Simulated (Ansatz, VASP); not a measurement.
# One calculation of MoS2, two programs

```xyz
6
Lattice="3.3767 0.0000 0.0000 -1.6884 2.5933 0.0000 0.0000 0.0000 14.5105" Properties=species:S:1:pos:R:3 pbc="T T T"
Mo    0.0000    1.7288    3.6276
Mo    1.6884    0.8644   10.8828
S     0.0000    1.7288    9.3203
S     1.6884    0.8644    2.0651
S     0.0000    1.7288   12.4454
S     1.6884    0.8644    5.1902
```

Change from the starting cell: strain +0.0600 x Voigt [1, -1, 0, 0, 0, 0], atoms carried along.

Alike in both runs: task single point; functional PBE; k mesh 12 × 12 × 2; occupations gaussian, width 0.05 eV; no spin polarisation.

|  | VASP | Ansatz |
| --- | --- | --- |
| version | VASP 6.6.1 | Ansatz 0.2.0 |
| potentials or method | VASP PAW PBE potentials, release 64 (Mo_sv, S), cutoff 520 eV | scalar-relativistic, plane waves, PAW |
| valence electrons in the cell | 52 | 52 |

```csv
,VASP,Ansatz,Ansatz less VASP
gap on the k mesh at the Fermi level (eV),1.50,1.48,-0.012
least direct gap on the mesh (eV),1.64,1.64,-0.004
pressure (GPa),1.2,1.3,+0.11
"traceless stress, the component that is largest in VASP (GPa)",8.58,8.56,-0.018
rms of the force components (eV/Å),0.387,0.390,+0.0031
```

Atom by atom the forces differ by 0.007 eV/Å (rms over components).
